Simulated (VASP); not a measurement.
# MgS in VASP: single point with LDA

Aim: the single point of MgS with LDA.

Everything below comes from runs of VASP 6.6.1. Logs are shortened: lines on timing, memory, paths and dates and some standing lists are left out, and cuts for length are marked.

### Step 1. The cell of the first run

The cell holds a slab with vacuum, 10 atoms: a = 3.679 Å, b = 3.679 Å, c = 30.407 Å, α = 90.00°, β = 90.00°, γ = 90.00°.

### Step 2. Single point, LDA

INCAR

```
PREC     = Accurate       # precision mode
ENCUT    = 520            # plane-wave cutoff, eV
EDIFF    = 1E-7           # SCF threshold, eV
ISMEAR   = 0              # smearing method
SIGMA    = 0.05           # smearing width, eV
LREAL    = False          # projectors in reciprocal space
LASPH    = True           # aspherical terms in the spheres
NELM     = 100            # most SCF steps
ALGO     = Normal         # electronic algorithm
ISIF     = 2              # what is computed and relaxed
LWAVE    = False          # write WAVECAR
LCHARG   = False          # write CHGCAR
LDIPOL   = True         
IDIPOL   = 3            
DIPOL    = 0.5 0.5 0.498
GGA      = CA             # functional
NBANDS   = 31             # bands
```

KPOINTS

```
Automatic mesh
0
Gamma
  16 16 1
```

POSCAR

```
MgS
1.0
    3.6792887100      0.0000000000      0.0000000000
    0.0000000000      3.6792887100      0.0000000000
    0.0000000000      0.0000000000     30.4065999693
Mg S
5 5
Direct
    0.5000000000      0.5000000000      0.3288759680
    0.0000000000      0.0000000000      0.4144379840
    0.5000000000      0.5000000000      0.4977216429
    0.0000000000      0.0000000000      0.5835129079
    0.5000000000      0.5000000000      0.6620566347
    0.0000000000      0.0000000000      0.3288759680
    0.5000000000      0.5000000000      0.4144379840
    0.0000000000      0.0000000000      0.4985127360
    0.5000000000      0.5000000000      0.5810541915
    0.0000000000      0.0000000000      0.6679500208
```

Potentials or basis: VASP PAW LDA potentials, release 64 (Mg, S).

Command:

```bash
cat potpaw_LDA.64/Mg/POTCAR potpaw_LDA.64/S/POTCAR > POTCAR
mpirun -np 1 vasp_std > vasp.out
```

OUTCAR:

```text
PREC = Accurate
   ENCUT = 520
   EDIFF = 1E-7
   ISMEAR = 0
   LREAL = False
   LASPH = True
   NELM = 100
   ISIF = 2
   GGA = CA

 ion  position               nearest neighbor table
   1  0.500  0.500  0.329-   7 2.60   6 2.60   6 2.60   6 2.60   6 2.60
   2  0.000  0.000  0.414-   8 2.56   6 2.60   7 2.60   7 2.60   7 2.60   7 2.60   3 3.63   3 3.63
                             3 3.63   3 3.63
   3  0.500  0.500  0.498-   7 2.53   9 2.53   8 2.60   8 2.60   8 2.60   8 2.60   2 3.63   2 3.63
                             2 3.63   2 3.63
   4  0.000  0.000  0.584-  10 2.57   8 2.58   9 2.60   9 2.60   9 2.60   9 2.60   5 3.53   5 3.53
                             5 3.53   5 3.53
   5  0.500  0.500  0.662-   9 2.46  10 2.61  10 2.61  10 2.61  10 2.61   4 3.53   4 3.53   4 3.53
                             4 3.53
   6  0.000  0.000  0.329-   2 2.60   1 2.60   1 2.60   1 2.60   1 2.60
   7  0.500  0.500  0.414-   3 2.53   1 2.60   2 2.60   2 2.60   2 2.60   2 2.60
   8  0.000  0.000  0.499-   2 2.56   4 2.58   3 2.60   3 2.60   3 2.60   3 2.60
   9  0.500  0.500  0.581-   5 2.46   3 2.53   4 2.60   4 2.60   4 2.60   4 2.60
  10  0.000  0.000  0.668-   4 2.57   5 2.61   5 2.61   5 2.61   5 2.61

  LATTYP: Found a simple tetragonal cell.
 ALAT       =     3.6792887100
 C/A-ratio  =     8.2642603954

  Lattice vectors:

 A1 = (   3.6792887100,   0.0000000000,   0.0000000000)
 A2 = (   0.0000000000,   3.6792887100,   0.0000000000)
 A3 = (   0.0000000000,   0.0000000000,  30.4065999693)

Analysis of symmetry for initial positions (statically):
=====================================================================
 Subroutine PRICEL returns:
 Original cell was already a primitive cell.

 Routine SETGRP: Setting up the symmetry group for a
 simple tetragonal supercell.

 Subroutine GETGRP returns: Found  8 space group operations
 (whereof  8 operations were pure point group operations)
 out of a pool of 16 trial point group operations.

The static configuration has the point symmetry C_4v.

Analysis of symmetry for dynamics (positions and initial velocities):
=====================================================================
 Subroutine PRICEL returns:
 Original cell was already a primitive cell.

 Routine SETGRP: Setting up the symmetry group for a
 simple tetragonal supercell.

 Subroutine GETGRP returns: Found  8 space group operations
 (whereof  8 operations were pure point group operations)
 out of a pool of 16 trial point group operations.

The dynamic configuration has the point symmetry C_4v.

 Subroutine INISYM returns: Found  8 space group operations
 (whereof  8 operations are pure point group operations),
 and found     1 'primitive' translations

----------------------------------------------------------------------------------------

                                     Primitive cell

  volume of cell :     411.6192

  direct lattice vectors                    reciprocal lattice vectors
     3.679288710  0.000000000  0.000000000     0.271791664  0.000000000  0.000000000
     0.000000000  3.679288710  0.000000000     0.000000000  0.271791664  0.000000000
     0.000000000  0.000000000 30.406599969     0.000000000  0.000000000  0.032887597

  length of vectors
     3.679288710  3.679288710 30.406599969     0.271791664  0.271791664  0.032887597

  position of ions in fractional coordinates (direct lattice)
     0.500000000  0.500000000  0.328875968
     0.000000000  0.000000000  0.414437984
     0.500000000  0.500000000  0.497721643
     0.000000000  0.000000000  0.583512908
     0.500000000  0.500000000  0.662056635
     0.000000000  0.000000000  0.328875968
     0.500000000  0.500000000  0.414437984
     0.000000000  0.000000000  0.498512736
     0.500000000  0.500000000  0.581054192
     0.000000000  0.000000000  0.667950021

  ion indices of the primitive-cell ions
   primitive index   ion index
                 1           1
                 2           2
                 3           3
                 4           4
                 5           5
                 6           6
                 7           7
                 8           8
                 9           9
                10          10

----------------------------------------------------------------------------------------

 KPOINTS: Automatic mesh

Automatic generation of k-mesh.
 Grid dimensions read from file:
 generate k-points for:   16   16    1

 Generating k-lattice:

  Cartesian coordinates                     Fractional coordinates (reciprocal lattice)
     0.016986979  0.000000000  0.000000000     0.062500000  0.000000000  0.000000000
     0.000000000  0.016986979  0.000000000     0.000000000  0.062500000  0.000000000
     0.000000000  0.000000000  0.032887597     0.000000000  0.000000000  1.000000000

  Length of vectors
     0.016986979  0.016986979  0.032887597

  Shift w.r.t. Gamma in fractional coordinates (k-lattice)
     0.000000000  0.000000000  0.000000000

 Subroutine IBZKPT returns following result:
 ===========================================

 Found     45 irreducible k-points:

 Following reciprocal coordinates:
            Coordinates               Weight
  0.000000  0.000000  0.000000      1.000000
  0.062500  0.000000  0.000000      4.000000
  0.125000  0.000000  0.000000      4.000000
  0.187500  0.000000  0.000000      4.000000
  0.250000  0.000000  0.000000      4.000000
  0.312500  0.000000  0.000000      4.000000
[... 16 lines left out ...]
  0.437500  0.125000  0.000000      8.000000
  0.500000  0.125000  0.000000      4.000000
 [... further k-points ...]
   k-points           NKPTS =     45   k-points in BZ     NKDIM =     45   number of bands    NBANDS=     31
   number of dos      NEDOS =    301   number of ions     NIONS =     10
   total plane-waves  NPLWV = 188160
   dimension x,y,z NGX =    28 NGY =   28 NGZ =  240
   dimension x,y,z NGXF=    56 NGYF=   56 NGZF=  480
   ions per type =               5   5
   NGX,Y,Z   is equivalent  to a cutoff of  12.65, 12.65, 13.12 a.u.
   NGXF,Y,Z  is equivalent  to a cutoff of  25.30, 25.30, 26.24 a.u.
 SYSTEM =  unknown system
   PREC   = accura    normal or accurate (medium, high low for compatibility)
   ISTART =      0    job   : 0-new  1-cont  2-samecut
   ICHARG =      2    charge: 1-file 2-atom 10-const
   ISPIN  =      1    spin polarized calculation?
   LNONCOLLINEAR =      F non collinear calculations
   LSORBIT =      F    spin-orbit coupling
   LASPH  =      T    aspherical Exc in radial PAW
   ENCUT  =  520.0 eV  38.22 Ry    6.18 a.u.   6.84  6.84 56.54*2*pi/ulx,y,z
   NELM   =    100;   NELMIN=  2; NELMDL= -5     # of ELM steps
   EDIFF  = 0.1E-06   stopping-criterion for ELM
   LREAL  =      F    real-space projection
   EDIFFG = 0.1E-05   stopping-criterion for IOM
   NSW    =      0    number of steps for IOM
   IBRION =     -1    ionic relax: 0-MD 1-quasi-New 2-CG
   NFREE  =      0    steps in history (QN), initial steepest desc. (CG)
   ISIF   =      2    stress and relaxation
   ISYM   =      2    0-nonsym 1-usesym 2-fastsym
   POTIM  = 0.5000    time-step for ionic-motion
   TEBEG  =    0.0;   TEEND  =   0.0 temperature during run
   PSTRESS=    0.0 pullay stress
   NELECT =      40.0000    total number of electrons
   NUPDOWN=      -1.0000    fix difference up-down
   EMIN   =  10.00;   EMAX   =-10.00  energy-range for DOS
   EFERMI =   0.00;   METHOD = LEGACY
   ISMEAR =     0;   SIGMA  =   0.05  broadening in eV -4-tet -1-fermi 0-gaus
   EFERMI_NEDOS =   21; number of points for ismear=-14 and -15
   IALGO  =     38    algorithm
   IMIX   =      4    mixing-type and parameters
     AMIX     =   0.40;   BMIX     =  1.00
     AMIX_MAG =   1.60;   BMIX_MAG =  1.00
  volume/ion in A,a.u.               =      41.16       277.77
  Fermi-wavevector in a.u.,A,eV,Ry     =   0.752656  1.422313  7.707570  0.566490
  Thomas-Fermi vector in A             =   1.849916
   LORBIT       =      0    0 simple, 1 ext, 2 COOP (PROOUT), +10 PAW based schemes
   GGA     = CA    functional components
   LHFCALC =     F    Hartree Fock is set to
   AEXX    =    0.0000 exact exchange contribution
   IVDW    =     0    specifies the selected vdW correction
   LEPSILON=     F    determine dielectric tensor
   LRPA    =     F    only Hartree local field effects (RPA)
 non-spin polarized calculation
 Gauss-broadening in eV      SIGMA  =   0.05
  energy-cutoff  :      520.00
  volume of cell :      411.62
 maximum number of plane-waves:     11172
 NGX is ok and might be reduce to    28
   NGX = 13   NGY = 13   NGZ =113

 number of electron      40.0000008 magnetization

 dipolmoment           0.000000      0.000000      0.045379 electrons x Angstroem

 Free energy of the ion-electron system (eV)
  ---------------------------------------------------
  ext. energy  EPLUGINS =         0.00000000
  ---------------------------------------------------
  free energy    TOTEN  =       -46.77883751 eV

  energy without entropy =      -46.77883751  energy(sigma->0) =      -46.77883751

 E-fermi :  -1.2871     XC(G=0):  -4.7154

 val. band max:       -1.5144299242   @ k =   0.0000   0.0000   0.0000
 cond. band min:       0.8134018124   @ k =   0.5000   0.5000   0.0000
 fundamental gap:      2.3278317366
 Fermi energy:        -1.2871148350

 k-point     1 :       0.0000    0.0000    0.0000
  band No.  band energies     occupation
      1     -14.0345      2.00000
      2     -13.7015      2.00000
      3     -13.1903      2.00000
      4     -12.7675      2.00000
      5     -12.4335      2.00000
      6      -5.4661      2.00000
[... 23 lines left out ...]
     30       3.9744      0.00000
     31       4.1139      0.00000
[... 751 lines left out ...]
      1     -12.8756      2.00000
      2     -12.7459      2.00000
      3     -12.6996      2.00000
      4     -12.6079      2.00000
      5     -12.4028      2.00000
      6      -6.0956      2.00000
[... 23 lines left out ...]
     30       5.0194      0.00000
     31       5.0326      0.00000

 [... further k-points ...]

------------------------ aborting loop because EDIFF is reached ----------------------------------------

 vacuum level on the upper side and lower side of the slab       (xc-potential included)         0.195        -0.400

  FORCE on cell =-STRESS in cart. coord.  units (eV):
  Direction    XX          YY          ZZ          XY          YZ          ZX
  --------------------------------------------------------------------------------------
  -------------------------------------------------------------------------------------
  Total       -6.2587196     -6.2587196     -1.4438387      0.0000000      0.0000000      0.0000000
  in kB      -24.3613011    -24.3613011     -5.6199656      0.0000000      0.0000000      0.0000000
  external PRESSURE =     -18.1141893 kB  Pullay stress =       0.0000000 kB

 VOLUME and BASIS-vectors are now :
 -----------------------------------------------------------------------------
  energy-cutoff  :      520.00
  volume of cell :      411.62
      direct lattice vectors                 reciprocal lattice vectors
     3.679288710  0.000000000  0.000000000     0.271791664  0.000000000  0.000000000
     0.000000000  3.679288710  0.000000000     0.000000000  0.271791664  0.000000000
     0.000000000  0.000000000 30.406599969     0.000000000  0.000000000  0.032887597

 POSITION                                       TOTAL-FORCE (eV/Angst)
 -----------------------------------------------------------------------------------
      1.83964      1.83964     10.00000         0.000000     -0.000000      0.747980
      0.00000      0.00000     12.60165         0.000000     -0.000000     -0.117884
      1.83964      1.83964     15.13402         0.000000      0.000000      0.000339
      0.00000      0.00000     17.74264         0.000000      0.000000     -0.006020
      1.83964      1.83964     20.13089         0.000000      0.000000     -0.032763
      0.00000      0.00000     10.00000         0.000000     -0.000000     -0.341787
      1.83964      1.83964     12.60165         0.000000      0.000000     -0.240578
      0.00000      0.00000     15.15808         0.000000     -0.000000     -0.002031
      1.83964      1.83964     17.66788         0.000000     -0.000000      0.002733
      0.00000      0.00000     20.31009         0.000000     -0.000000     -0.009989
 -----------------------------------------------------------------------------------
    total drift:                               -0.000000      0.000000     -0.000333

  FREE ENERGIE OF THE ION-ELECTRON SYSTEM (eV)
  ---------------------------------------------------
  free  energy   TOTEN  =       -46.7788375055 eV

  energy  without entropy=      -46.7788375055  energy(sigma->0) =      -46.77883751

 vacuum level on the upper side and lower side of the slab         4.013         3.409
```

Run time: 18 min. Hardware: 1 thread of Intel Xeon Platinum 8259CL at 2.50GHz (Skylake/Cascade Lake), shared host; peak memory 0.64 GiB.

Results:

```
Free energy            : -46.7788 eV
Largest force          : 0.748 eV/Å
Band gap on the k mesh : 2.33 eV (least direct gap 2.75 eV)
```

Forces in eV/Å, atoms in the order of the input:
```
Mg   0.000  0.000  0.748
Mg   0.000  0.000 -0.118
Mg   0.000  0.000  0.000
Mg   0.000  0.000 -0.006
Mg   0.000  0.000 -0.033
S    0.000  0.000 -0.342
S    0.000  0.000 -0.241
S    0.000  0.000 -0.002
S    0.000  0.000  0.003
S    0.000  0.000 -0.010
```

Levels at points of the mesh, in eV from the valence-band top:
```csv
k point,band 17,band 18,band 19,band 20,band 21,band 22,band 23,band 24
"(0.00, 0.00, 0.00)",-0.39,-0.39,0.00,0.00,2.75,3.05,3.28,4.04
"(0.50, 0.00, 0.00)",-0.53,-0.53,-0.49,-0.30,4.03,4.49,4.72,5.28
"(0.50, 0.50, 0.00)",-1.80,-1.80,-1.23,-1.02,2.33,2.75,3.37,4.25
```
